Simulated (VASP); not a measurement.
A run of VASP 6.6.1:

File INCAR:

```
SYSTEM = GeSb2Te4
ALGO = Normal ; EDIFF = 1E-6
ENCUT = 520 ; GGA = PE
ISIF = 2 ; ISMEAR = 0
ISYM = 0 ; KPAR = 4
LASPH = .True. ; LCHARG = .False.
LREAL = .False. ; LWAVE = .False.
NBANDS = 33 ; NELM = 80
PREC = Accurate ; SIGMA = 0.03
```

KPOINTS

```
k-points
0
Gamma
  9 9 3
  0 0 0
```

File POSCAR:

```
GeSb2Te4
1.0
   -4.2977010893      0.0000000000      0.0000000000
   -2.1488505447     -3.7219183212      0.0000000000
    2.1488505447      1.2406394404     20.1302728042
Ge Sb Te
1 2 4
Direct
    0.4796455751      0.4796455751      0.6472867253
    0.3776339647      0.3776339647      0.3412518942
    0.9776894601      0.9776894601      0.1414183803
    0.7896442304      0.7896442304      0.5772826912
    0.0726219254      0.0726219254      0.4262157761
    0.6770479689      0.6770479689      0.2394939066
    0.2821093050      0.2821093050      0.0546779150
```

Potentials or basis: VASP PAW PBE potentials, release 64 (Ge_d, Sb, Te).

Launch:

```sh
$ cat potpaw_PBE.64/Ge_d/POTCAR potpaw_PBE.64/Sb/POTCAR potpaw_PBE.64/Te/POTCAR > POTCAR
$ mpirun -np 4 vasp_std > vasp.out
```

Hardware: 4 MPI ranks on Oxide Virtual Turin-like Processor (shared host).

Estimate the wall time of this run.

Run time: 9.7 min on 4 MPI ranks on Oxide Virtual Turin-like Processor, on a shared host, peak memory 1.3 GiB a rank. Counts: scf iterations 14, k points 122.
